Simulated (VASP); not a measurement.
# Bi2Te3 (P1) in VASP: single point with LDA

Aim: the single point of Bi2Te3 with LDA.

Everything below comes from runs of VASP 6.6.1. Logs are shortened: lines on timing, memory, paths and dates and some standing lists are left out, and cuts for length are marked.

## (1) The cell of the first run

The typed cell holds 5 atoms: a = 10.380 Å, b = 10.235 Å, c = 10.196 Å, α = 24.64°, β = 25.10°, γ = 24.74°.

## (2) Single point, LDA (equal xy, yz and zx shear strains of +3 %)

Input file INCAR:

```
SYSTEM = Bi2Te3
ALGO     = Normal         ! electronic algorithm
EDIFF    = 1E-7           ! SCF threshold, eV
ENCUT    = 520            ! plane-wave cutoff, eV
ISIF     = 2              ! what is computed and relaxed
ISMEAR   = -1             ! smearing method
KPAR     = 4            
LASPH    = .True.         ! aspherical terms in the spheres
LCHARG   = .False.        ! write CHGCAR
LREAL    = .False.        ! projectors in reciprocal space
LWAVE    = .False.        ! write WAVECAR
NBANDS   = 32             ! bands
NELM     = 80             ! most SCF steps
PREC     = Accurate       ! precision mode
SIGMA    = 0.08           ! smearing width, eV
```

Input file KPOINTS:

```
k-points
0
Gamma
  8 8 8
  0 0 0
```

Input file POSCAR:

```
Bi2Te3
1.0
    2.3768274858      1.4574063622      9.9989237007
   -2.0401750220      1.3911513246      9.9326686631
    0.1109476862     -2.4009575369      9.9084176362
Bi Te
2 3
Direct
    0.8120000000      0.8120000000      0.8120000000
    0.4020000000      0.4020000000      0.4020000000
    0.6110000000      0.6110000000      0.6110000000
    0.2000000000      0.2000000000      0.2000000000
    0.0000000000      0.0000000000      0.0000000000
```

Potentials or basis: VASP PAW LDA potentials, release 64 (Bi_d, Te).

Started as:

```bash
$ cat potpaw_LDA.64/Bi_d/POTCAR potpaw_LDA.64/Te/POTCAR > POTCAR
$ mpirun -np 4 vasp_std > vasp.out
```

OUTCAR:

```text
SYSTEM = Bi2Te3
   EDIFF = 1E-7
   ENCUT = 520
   ISIF = 2
   ISMEAR = -1
   LASPH = .True.
   LREAL = .False.
   NELM = 80
   PREC = Accurate

 ion  position               nearest neighbor table
   1  0.812  0.812  0.812-   4 3.00   4 3.02   4 3.07   2 3.38   2 3.42   2 3.48
   2  0.402  0.402  0.402-   5 3.23   5 3.26   5 3.32   1 3.38   1 3.42   1 3.48
   3  0.611  0.611  0.611-   5 3.01   5 3.03   5 3.09   4 3.40   4 3.44   4 3.50
   4  0.200  0.200  0.200-   1 3.00   1 3.02   1 3.07   3 3.40   3 3.44   3 3.50
   5  0.000  0.000  0.000-   3 3.01   3 3.03   3 3.09   2 3.23   2 3.26   2 3.32

  LATTYP: Found a triclinic cell.
 ALAT       =     4.4179962216
 B/A-ratio  =     0.9868313716
 C/A-ratio  =     2.4949288847
 COS(alpha) =     0.0030296902
 COS(beta)  =     0.3805356357
 COS(gamma) =     0.4801591939

  Lattice vectors:

 A1 = (   4.4170025078,   0.0662550376,   0.0662550376)
 A2 = (   2.1511227082,  -3.7921088615,  -0.0242510269)
 A3 = (   4.3060548216,   2.4672125745,  -9.8421625986)

Analysis of symmetry for initial positions (statically):
=====================================================================
 Subroutine PRICEL returns:
 Original cell was already a primitive cell.

 Routine SETGRP: Setting up the symmetry group for a
 triclinic supercell.

 Subroutine GETGRP returns: Found  1 space group operations
 (whereof  1 operations were pure point group operations)
 out of a pool of  2 trial point group operations.

The static configuration has the point symmetry C_1 .

Analysis of symmetry for dynamics (positions and initial velocities):
=====================================================================
 Subroutine PRICEL returns:
 Original cell was already a primitive cell.

 Routine SETGRP: Setting up the symmetry group for a
 triclinic supercell.

 Subroutine GETGRP returns: Found  1 space group operations
 (whereof  1 operations were pure point group operations)
 out of a pool of  2 trial point group operations.

The dynamic configuration has the point symmetry C_1 .

 Subroutine INISYM returns: Found  1 space group operations
 (whereof  1 operations are pure point group operations),
 and found     1 'primitive' translations

----------------------------------------------------------------------------------------

                                     Primitive cell

  volume of cell :     167.9474

  direct lattice vectors                    reciprocal lattice vectors
     2.376827486  1.457406362  9.998923701     0.224070281  0.126926116  0.028247107
    -2.040175022  1.391151325  9.932668663    -0.228926313  0.133620647  0.034941638
     0.110947686 -2.400957537  9.908417636     0.003369618 -0.262033177  0.037392007

  length of vectors
    10.380357285 10.235014553 10.195766108     0.259066842  0.267362399  0.264709090

  position of ions in fractional coordinates (direct lattice)
     0.812000000  0.812000000  0.812000000
     0.402000000  0.402000000  0.402000000
     0.611000000  0.611000000  0.611000000
     0.200000000  0.200000000  0.200000000
     0.000000000  0.000000000  0.000000000

  ion indices of the primitive-cell ions
   primitive index   ion index
                 1           1
                 2           2
                 3           3
                 4           4
                 5           5

----------------------------------------------------------------------------------------

 KPOINTS: k-points

Automatic generation of k-mesh.
 Grid dimensions read from file:
 generate k-points for:    8    8    8

 Generating k-lattice:

  Cartesian coordinates                     Fractional coordinates (reciprocal lattice)
     0.028008785  0.015865764  0.003530888     0.125000000 -0.000000000  0.000000000
    -0.028615789  0.016702581  0.004367705     0.000000000  0.125000000 -0.000000000
     0.000421202 -0.032754147  0.004674001     0.000000000  0.000000000  0.125000000

  Length of vectors
     0.032383355  0.033420300  0.033088636

  Shift w.r.t. Gamma in fractional coordinates (k-lattice)
     0.000000000  0.000000000  0.000000000

 Subroutine IBZKPT returns following result:
 ===========================================

 Found    260 irreducible k-points:

 Following reciprocal coordinates:
            Coordinates               Weight
  0.000000  0.000000  0.000000      1.000000
  0.125000  0.000000  0.000000      2.000000
  0.250000  0.000000  0.000000      2.000000
  0.375000  0.000000  0.000000      2.000000
  0.500000  0.000000  0.000000      1.000000
  0.000000  0.125000 -0.000000      2.000000
[... 16 lines left out ...]
  0.125000  0.375000  0.000000      2.000000
  0.250000  0.375000 -0.000000      2.000000
 [... further k-points ...]
   k-points           NKPTS =    260   k-points in BZ     NKDIM =    260   number of bands    NBANDS=     32
   number of dos      NEDOS =    301   number of ions     NIONS =      5
   total plane-waves  NPLWV = 512000
   dimension x,y,z NGX =    80 NGY =   80 NGZ =   80
   dimension x,y,z NGXF=   160 NGYF=  160 NGZF=  160
   ions per type =               2   3
   NGX,Y,Z   is equivalent  to a cutoff of  12.81, 12.99, 13.04 a.u.
   NGXF,Y,Z  is equivalent  to a cutoff of  25.62, 25.99, 26.09 a.u.
 SYSTEM =  Bi2Te3
   PREC   = accura    normal or accurate (medium, high low for compatibility)
   ISTART =      0    job   : 0-new  1-cont  2-samecut
   ICHARG =      2    charge: 1-file 2-atom 10-const
   ISPIN  =      1    spin polarized calculation?
   LNONCOLLINEAR =      F non collinear calculations
   LSORBIT =      F    spin-orbit coupling
   LASPH  =      T    aspherical Exc in radial PAW
   ENCUT  =  520.0 eV  38.22 Ry    6.18 a.u.  19.30 19.03 18.96*2*pi/ulx,y,z
   NELM   =     80;   NELMIN=  2; NELMDL= -5     # of ELM steps
   EDIFF  = 0.1E-06   stopping-criterion for ELM
   LREAL  =      F    real-space projection
   EDIFFG = 0.1E-05   stopping-criterion for IOM
   NSW    =      0    number of steps for IOM
   IBRION =     -1    ionic relax: 0-MD 1-quasi-New 2-CG
   NFREE  =      0    steps in history (QN), initial steepest desc. (CG)
   ISIF   =      2    stress and relaxation
   ISYM   =      2    0-nonsym 1-usesym 2-fastsym
   POTIM  = 0.5000    time-step for ionic-motion
   TEBEG  =    0.0;   TEEND  =   0.0 temperature during run
   PSTRESS=    0.0 pullay stress
   NELECT =      48.0000    total number of electrons
   NUPDOWN=      -1.0000    fix difference up-down
   EMIN   =  10.00;   EMAX   =-10.00  energy-range for DOS
   EFERMI =   0.00;   METHOD = LEGACY
   ISMEAR =    -1;   SIGMA  =   0.08  broadening in eV -4-tet -1-fermi 0-gaus
   EFERMI_NEDOS =   21; number of points for ismear=-14 and -15
   IALGO  =     38    algorithm
   IMIX   =      4    mixing-type and parameters
     AMIX     =   0.40;   BMIX     =  1.00
     AMIX_MAG =   1.60;   BMIX_MAG =  1.00
  volume/ion in A,a.u.               =      33.59       226.67
  Fermi-wavevector in a.u.,A,eV,Ry     =   1.078361  2.037807 15.821702  1.162862
  Thomas-Fermi vector in A             =   2.214297
   LORBIT       =      0    0 simple, 1 ext, 2 COOP (PROOUT), +10 PAW based schemes
   GGA     = CA    functional components
   LHFCALC =     F    Hartree Fock is set to
   AEXX    =    0.0000 exact exchange contribution
   IVDW    =     0    specifies the selected vdW correction
   LEPSILON=     F    determine dielectric tensor
   LRPA    =     F    only Hartree local field effects (RPA)
 non-spin polarized calculation
  energy-cutoff  :      520.00
  volume of cell :      167.95
 maximum number of plane-waves:      4550
 NGX is ok and might be reduce to    80
   NGX = 39   NGY = 37   NGZ = 37

 number of electron      48.0000000 magnetization

 Free energy of the ion-electron system (eV)
  ---------------------------------------------------
  ext. energy  EPLUGINS =         0.00000000
  ---------------------------------------------------
  free energy    TOTEN  =       -20.23628506 eV

  energy without entropy =      -20.19582308  energy(sigma->0) =      -20.21605407

 E-fermi :   6.2729     XC(G=0):  -9.6405

 val. band max:        6.2682443127   @ k =   0.2500   0.3750   0.3750
 cond. band min:       6.2797077192   @ k =   0.2500  -0.1250   0.3750
 fundamental gap:      0.0114634065
 Fermi energy:         6.2729286222

 k-point     1 :       0.0000    0.0000    0.0000
  band No.  band energies     occupation
      1     -16.8023      2.00000
      2     -16.7993      2.00000
      3     -16.7742      2.00000
      4     -16.7669      2.00000
      5     -16.7648      2.00000
      6     -16.2426      2.00000
[... 24 lines left out ...]
     31      10.8817      0.00000
     32      11.1457      0.00000

 k-point     2 :       0.1250    0.0000    0.0000
  band No.  band energies     occupation
      1     -16.8026      2.00000
      2     -16.7981      2.00000
      3     -16.7746      2.00000
      4     -16.7665      2.00000
      5     -16.7637      2.00000
      6     -16.2433      2.00000
[... 24 lines left out ...]
     31      10.4152      0.00000
     32      10.9779      0.00000

 k-point     3 :       0.2500    0.0000    0.0000
  band No.  band energies     occupation
      1     -16.8037      2.00000
      2     -16.7950      2.00000
      3     -16.7758      2.00000
      4     -16.7655      2.00000
      5     -16.7607      2.00000
      6     -16.2472      2.00000
[... 24 lines left out ...]
     31       9.9257      0.00000
     32      11.4219      0.00000

 k-point     4 :       0.3750    0.0000    0.0000
  band No.  band energies     occupation
      1     -16.8050      2.00000
      2     -16.7924      2.00000
      3     -16.7770      2.00000
      4     -16.7639      2.00000
      5     -16.7575      2.00000
      6     -16.2521      2.00000
[... 24 lines left out ...]
     31      10.3629      0.00000
     32      10.6342      0.00000

 k-point     5 :       0.5000    0.0000    0.0000
  band No.  band energies     occupation
      1     -16.8056      2.00000
      2     -16.7915      2.00000
      3     -16.7775      2.00000
      4     -16.7631      2.00000
      5     -16.7562      2.00000
      6     -16.2542      2.00000
[... 584 lines left out ...]
     31      10.4469      0.00000
     32      11.2702      0.00000

 k-point    22 :       0.0000    0.3750   -0.0000
  band No.  band energies     occupation
      1     -16.8063      2.00000
      2     -16.7922      2.00000
      3     -16.7728      2.00000
      4     -16.7676      2.00000
      5     -16.7569      2.00000
      6     -16.2512      2.00000
[... 24 lines left out ...]
     31      10.1368      0.00000
     32      10.7894      0.00000

 k-point    23 :       0.1250    0.3750    0.0000
  band No.  band energies     occupation
      1     -16.8050      2.00000
      2     -16.7935      2.00000
      3     -16.7715      2.00000
      4     -16.7691      2.00000
      5     -16.7582      2.00000
      6     -16.2495      2.00000
[... 24 lines left out ...]
     31      10.1055      0.00000
     32      11.1834      0.00000

 k-point    24 :       0.2500    0.3750   -0.0000
  band No.  band energies     occupation
      1     -16.8036      2.00000
      2     -16.7951      2.00000
      3     -16.7722      2.00000
      4     -16.7684      2.00000
      5     -16.7584      2.00000
      6     -16.2510      2.00000
[... 24 lines left out ...]
     31      10.2349      0.00000
     32      10.9825      0.00000

 [... further k-points ...]

------------------------ aborting loop because EDIFF is reached ----------------------------------------

  FORCE on cell =-STRESS in cart. coord.  units (eV):
  Direction    XX          YY          ZZ          XY          YZ          ZX
  --------------------------------------------------------------------------------------
  -------------------------------------------------------------------------------------
  Total       -0.9092195     -1.9585075     -2.6209888     -0.0004269     -1.0247911     -0.5258345
  in kB       -8.6737325    -18.6836835    -25.0035935     -0.0040728     -9.7762566     -5.0163330
  external PRESSURE =     -17.4536698 kB  Pullay stress =       0.0000000 kB

 VOLUME and BASIS-vectors are now :
 -----------------------------------------------------------------------------
  energy-cutoff  :      520.00
  volume of cell :      167.95
      direct lattice vectors                 reciprocal lattice vectors
     2.376827486  1.457406362  9.998923701     0.224070281  0.126926116  0.028247107
    -2.040175022  1.391151325  9.932668663    -0.228926313  0.133620647  0.034941638
     0.110947686 -2.400957537  9.908417636     0.003369618 -0.262033177  0.037392007

 POSITION                                       TOTAL-FORCE (eV/Angst)
 -----------------------------------------------------------------------------------
      0.36345      0.36345     24.23009         0.053259      0.139484     -0.768956
      0.17994      0.17994     11.99568        -0.036033     -0.039310     -0.414296
      0.27348      0.27348     18.23225         0.015535      0.047812     -0.652570
      0.08952      0.08952      5.96800        -0.066400     -0.172641      0.696308
      0.00000      0.00000      0.00000         0.033639      0.024655      1.139516
 -----------------------------------------------------------------------------------
    total drift:                               -0.000044      0.000024      0.000244

  FREE ENERGIE OF THE ION-ELECTRON SYSTEM (eV)
  ---------------------------------------------------
  free  energy   TOTEN  =       -20.2362850633 eV

  energy  without entropy=      -20.1958230802  energy(sigma->0) =      -20.21605407
```

It took 21 min on 4 MPI ranks of Intel Xeon Platinum 8488C (Sapphire Rapids), shared host; peak memory 1.5 GiB.

Results:

```
Free energy            : -20.2363 eV
Pressure               : -1.7 GPa
Largest force          : 1.140 eV/Å
Band gap on the k mesh : zero (bands 24 and 25 overlap by 0.23 eV)
```

Forces in eV/Å, atoms in the order of the input:
```
Bi   0.053  0.139 -0.769
Bi  -0.036 -0.039 -0.414
Te   0.016  0.048 -0.653
Te  -0.066 -0.173  0.696
Te   0.034  0.025  1.140
```

Levels at points of the mesh, in eV from the Fermi level:
| k point | band 20 | band 21 | band 22 | band 23 | band 24 | band 25 | band 26 | band 27 | band 28 | band 29 |
| --- | --- | --- | --- | --- | --- | --- | --- | --- | --- | --- |
| (0.00, 0.00, 0.00) | -2.22 | -1.93 | -0.56 | -0.49 | -0.42 | -0.09 | 0.21 | 0.34 | 1.84 | 2.23 |
| (0.50, 0.00, 0.00) | -3.36 | -3.04 | -2.13 | -0.23 | -0.14 | -0.03 | 0.56 | 2.59 | 2.74 | 3.35 |
| (0.00, 0.50, 0.00) | -3.36 | -3.23 | -2.23 | -0.60 | -0.37 | -0.18 | 0.42 | 2.43 | 2.61 | 3.31 |
| (0.50, 0.50, 0.00) | -2.99 | -2.24 | -1.85 | -1.11 | -0.64 | 0.20 | 1.06 | 1.75 | 2.32 | 2.65 |
| (0.00, 0.00, 0.50) | -3.27 | -3.21 | -2.28 | -0.46 | -0.23 | -0.12 | 0.46 | 2.29 | 2.67 | 3.17 |
| (0.50, 0.00, 0.50) | -3.05 | -2.34 | -1.93 | -1.20 | -0.53 | 0.31 | 0.93 | 1.70 | 2.14 | 2.65 |
| (0.00, 0.50, 0.50) | -2.78 | -2.29 | -1.80 | -0.94 | -0.32 | 0.51 | 1.18 | 1.77 | 2.48 | 2.68 |
| (0.50, 0.50, 0.50) | -1.93 | -1.85 | -0.93 | -0.79 | -0.64 | 0.37 | 0.79 | 0.95 | 1.45 | 1.72 |

Caveat: the cell differs from its parent crystal (equal xy, yz and zx shear strains of +3 %); spin-orbit coupling is left out, which moves the levels of the heavy elements; forces of over 1 eV/Å act on the atoms, so gaps and moduli don't describe the material at rest.
